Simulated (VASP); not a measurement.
# Ti (Fm-3m) in VASP: notebook, part 2 of 2

VASP 6.6.1.

### Step 3. Relaxation of cell and atoms, PBEsol, target pressure 30 GPa, at which the enthalpy is minimised

Input file INCAR:

```
  PREC = Accurate
  ENCUT = 500
  EDIFF = 1E-7
  ISMEAR = -1
  SIGMA = 0.1
  LREAL = False
  LASPH = True
  NELM = 120
  ALGO = Normal
  ISIF = 3
  LWAVE = False
  LCHARG = False
  GGA = PS
  IBRION = 2
  NSW = 60
  EDIFFG = -0.02
  PSTRESS = 300.0
  GGA_COMPAT = False
  NELMIN = 4
```

Input file KPOINTS:

```
regular mesh
0
Gamma
  10 10 10
```

Input file POSCAR:

```
Ti
1.0
    0.0000000000      2.0650000000      2.0650000000
    2.0650000000      0.0000000000      2.0650000000
    2.0650000000      2.0650000000      0.0000000000
Ti
1
Direct
    0.0000000000      0.0000000000      0.0000000000
```

Potentials or basis: VASP PAW PBE potentials, release 64 (Ti_sv).

Run with:

```bash
cat potpaw_PBE.64/Ti_sv/POTCAR > POTCAR
mpirun -np 1 vasp_std > vasp.out
```

OUTCAR:

```text
PREC = Accurate
   ENCUT = 500
   EDIFF = 1E-7
   ISMEAR = -1
   LREAL = False
   LASPH = True
   NELM = 120
   ISIF = 3
   GGA = PS
   IBRION = 2
   NSW = 60
   EDIFFG = -0.02
   PSTRESS = 300.0
   NELMIN = 4

 ion  position               nearest neighbor table
   1  0.000  0.000  0.000-

  LATTYP: Found a face centered cubic cell.
 ALAT       =     4.1300000000

  Lattice vectors:

 A1 = (   0.0000000000,   2.0650000000,   2.0650000000)
 A2 = (   2.0650000000,   0.0000000000,   2.0650000000)
 A3 = (   2.0650000000,   2.0650000000,   0.0000000000)

Analysis of symmetry for initial positions (statically):
=====================================================================
 Subroutine PRICEL returns:
 Original cell was already a primitive cell.

 Routine SETGRP: Setting up the symmetry group for a
 face centered cubic supercell.

 Subroutine GETGRP returns: Found 48 space group operations
 (whereof 48 operations were pure point group operations)
 out of a pool of 48 trial point group operations.

The static configuration has the point symmetry O_h .

Analysis of symmetry for dynamics (positions and initial velocities):
=====================================================================
 Subroutine PRICEL returns:
[... 140 lines left out ...]
  energy-cutoff  :      500.00
  volume of cell :       17.61
 maximum number of plane-waves:       459
 NGX is ok and might be reduce to    24
   NGX = 11   NGY = 11   NGZ = 11

--------------------------------------- Ionic step        1  -------------------------------------------

 number of electron      12.0000000 magnetization

 Free energy of the ion-electron system (eV)
  ---------------------------------------------------
  ext. energy  EPLUGINS =         0.00000000
  ---------------------------------------------------
  free energy    TOTEN  =        -8.29337947 eV

  energy without entropy =       -8.23458863  energy(sigma->0) =       -8.26398405

 E-fermi :   7.9516     XC(G=0): -11.5692

 val. band max:        7.9356545885   @ k =   0.3000   0.0000   0.0000
 cond. band min:       7.9660772041   @ k =  -0.2000   0.1000   0.0000
 fundamental gap:      0.0304226156
 Fermi energy:         7.9515663338

 k-point     1 :       0.0000    0.0000    0.0000
  band No.  band energies     occupation
      1     -48.5474      2.00000
      2     -24.5170      2.00000
      3     -24.5170      2.00000
      4     -24.5170      2.00000
      5       1.8838      2.00000
      6       8.8206      0.00034
      7       8.8206      0.00034
      8       8.8206      0.00034
      9      10.4127      0.00000
     10      10.4127      0.00000
[... 446 lines left out ...]
--------------------------------------- Ionic step        5  -------------------------------------------

 number of electron      11.9999999 magnetization

 Free energy of the ion-electron system (eV)
  ---------------------------------------------------
  ext. energy  EPLUGINS =         0.00000000
  ---------------------------------------------------
  free energy    TOTEN  =        -8.07082277 eV

  energy without entropy =       -8.02852489  energy(sigma->0) =       -8.04967383

 E-fermi :  10.8153     XC(G=0): -12.7997

 val. band max:       10.7983050951   @ k =  -0.3000   0.2000   0.0000
 cond. band min:      10.8585054651   @ k =   0.3000   0.0000   0.0000
 fundamental gap:      0.0602003700
 Fermi energy:        10.8152859543

 k-point     1 :       0.0000    0.0000    0.0000
  band No.  band energies     occupation
      1     -45.3548      2.00000
      2     -20.9000      2.00000
      3     -20.9000      2.00000
      4     -20.9000      2.00000
      5       4.2620      2.00000
      6      11.7860      0.00012
      7      11.7860      0.00012
      8      11.7860      0.00012
      9      14.0160      0.00000
     10      14.0160      0.00000
[... 331 lines left out ...]
  energy  without entropy=       -8.0285248906  energy(sigma->0) =       -8.04967383

  enthalpy is  TOTEN    =        -5.4964828678 eV   P V=        2.5743399064

 reached required accuracy - stopping structural energy minimisation
```

It took 30 s on 1 thread of Intel Xeon Platinum 8488C (Sapphire Rapids), shared host; peak memory 0.15 GiB.

What came out:

* Free energy: -8.0708 eV
* Relaxed volume: 13.75 Å³/atom
* Relaxed cell: a = 2.689 Å, b = 2.689 Å, c = 2.689 Å, α = 60.00°, β = 60.00°, γ = 60.00°
* Space group after relaxing (to 0.1 Å): Fm-3m (No. 225)
* Energy change on relaxing (the run minimises the enthalpy): +222.6 meV/atom
* Ionic steps: 5
* Pressure after relaxing: 30.1 GPa
* Band gap on the k mesh: zero (bands 6 and 7 overlap by 1.28 eV)

Step by step:
```
step  energy change (eV)  largest force (eV/Å)  pressure (GPa)  volume (Å³)
   1              0.0000                0.0000           -5.64        17.61
   2              2.4121                0.0000          158.61         9.39
   3              0.1583                0.0000           24.81        14.12
   4              0.2097                0.0000           29.08        13.82
   5              0.2226                0.0000           30.09        13.75
```

Final structure:
```yaml
crystal:
  lattice:
    - [0.00000, 1.90141, 1.90141]
    - [1.90141, 0.00000, 1.90141]
    - [1.90141, 1.90141, 0.00000]
  atoms:
    - { symbol: Ti, position: [0.00000, 0.00000, 0.00000] }
```

Caveat: the cell is relaxed towards a set pressure, so the run minimises the enthalpy, not the energy; the volume moved by over 15 % at a fixed basis, so the end points are rough; the PAW data sets were made with another functional, which shifts forces and pressure a little.

### Step 4. Relaxation of cell and atoms, PBEsol, target pressure 45 GPa, at which the enthalpy is minimised

INCAR: that of step 3 with these lines changed.

```diff
@@ -16,3 +16,3 @@
   EDIFFG = -0.02
-  PSTRESS = 300.0
+  PSTRESS = 450.0
   GGA_COMPAT = False
```

Input file KPOINTS:

```
Automatic mesh
0
Gamma
  10 10 10
```

POSCAR is that of step 3.

Run with:

```bash
cat potpaw_PBE.64/Ti_sv/POTCAR > POTCAR
mpirun -np 1 vasp_std > vasp.out
```

Wall time 28 s (1 thread of Intel Xeon Platinum 8488C (Sapphire Rapids), shared host); peak memory 0.15 GiB.

It converged, with:

```yaml
Free_energy: -7.8626 eV
Relaxed_volume: 12.85 Å³/atom
Relaxed_cell: a = 2.629 Å, b = 2.629 Å, c = 2.629 Å, α = 60.00°, β = 60.00°, γ = 60.00°
Space_group_after_relaxing_to_0.1_Å: Fm-3m (No. 225)
Energy_change_on_relaxing_the_run_minimises_the_enthalpy: +430.8 meV/atom
Ionic_steps: 5
Pressure_after_relaxing: 45.0 GPa
Band_gap_on_the_k_mesh: zero (bands 6 and 7 overlap by 1.38 eV)
```

The path:
```tsv
step	energy change (eV)	largest force (eV/Å)	pressure (GPa)	volume (Å³)
1	0.0000	0.0000	-5.64	17.61
2	6.4651	0.0000	399.22	6.89
3	0.2359	0.0000	31.14	13.68
4	0.3691	0.0000	40.83	13.08
5	0.4308	0.0000	44.99	12.85
```

Final structure:
```
Ti
1.0
     0.00000    1.85920    1.85920
     1.85920    0.00000    1.85920
     1.85920    1.85920    0.00000
Ti
1
Direct
  0.00000 0.00000 0.00000
```

Levels at points of the mesh, in eV from the Fermi level:
```tsv
k point	band 3	band 4	band 5	band 6	band 7	band 8	band 9	band 10
(0.00, 0.00, 0.00)	-31.50	-31.50	-6.63	0.97	0.97	0.97	3.40	3.40
(0.50, 0.00, 0.00)	-31.71	-31.71	-3.40	0.75	0.75	1.80	5.05	5.05
(0.50, 0.50, 0.00)	-32.09	-32.09	-3.89	-2.79	4.72	5.03	5.49	5.49
```

Caveat: the cell is relaxed towards a set pressure, so the run minimises the enthalpy, not the energy; the volume moved by over 15 % at a fixed basis, so the end points are rough; the PAW data sets were made with another functional, which shifts forces and pressure a little.

### Step 5. Summary

| cell | gap on the mesh (eV) | pressure (GPa) |
| --- | --- | --- |
| relaxed to 15 GPa | none | 14.9 |
| relaxed to 30 GPa | none | 30.1 |
| relaxed to 45 GPa | none | 45.0 |

Alike in all rows: task relaxation of cell and atoms; level PBEsol; potentials or basis VASP PAW PBE potentials, release 64 (Ti_sv); no spin polarisation; k mesh 10 × 10 × 10; cutoff (eV) 500; smearing fermi-dirac 0.1 eV.

Caveats: the cell is relaxed towards a set pressure, so the run minimises the enthalpy, not the energy; the volume moved by over 15 % at a fixed basis, so the end points are rough; the PAW data sets were made with another functional, which shifts forces and pressure a little.

Absolute energies hang on the potentials; compare differences alone.
